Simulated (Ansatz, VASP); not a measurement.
**C: VASP beside Ansatz**

```xyz
2
Lattice="1.1973 0.6913 3.2633 -1.1973 0.6913 3.2633 0.0000 -1.3826 3.2633" Properties=species:S:1:pos:R:3 pbc="T T T"
C     0.0000    0.0000    1.6056
C     0.0000    0.0000    8.1844
```

Change from the starting cell: strain -0.025 along x and y, -0.025 along z, atoms carried along.

Alike in both runs: task single point; functional r2SCAN; k mesh 12 × 12 × 12; occupations gaussian, width 0.05 eV; no spin polarisation.

|  | VASP | Ansatz |
| --- | --- | --- |
| version | VASP 6.6.1 | Ansatz 0.2.0 |
| potentials or method | VASP PAW PBE potentials, release 64 (C), cutoff 520 eV | scalar-relativistic, plane waves, PAW |
| valence electrons in the cell | 8 | 8 |

```tsv
	VASP	Ansatz	Ansatz less VASP
gap on the k mesh at the Fermi level (eV)	0.88	0.88	+0.001
least direct gap on the mesh (eV)	0.88	0.88	+0.001
pressure (GPa)	26.0	25.2	-0.75
traceless stress, the component that is largest in VASP (GPa)	-24.12	-23.25	+0.867
rms of the force components (eV/Å)	0.495	0.500	+0.0049
```

VASP's potentials were made for PBE, not for r2SCAN. Atom by atom the forces differ by 0.005 eV/Å (rms over components).
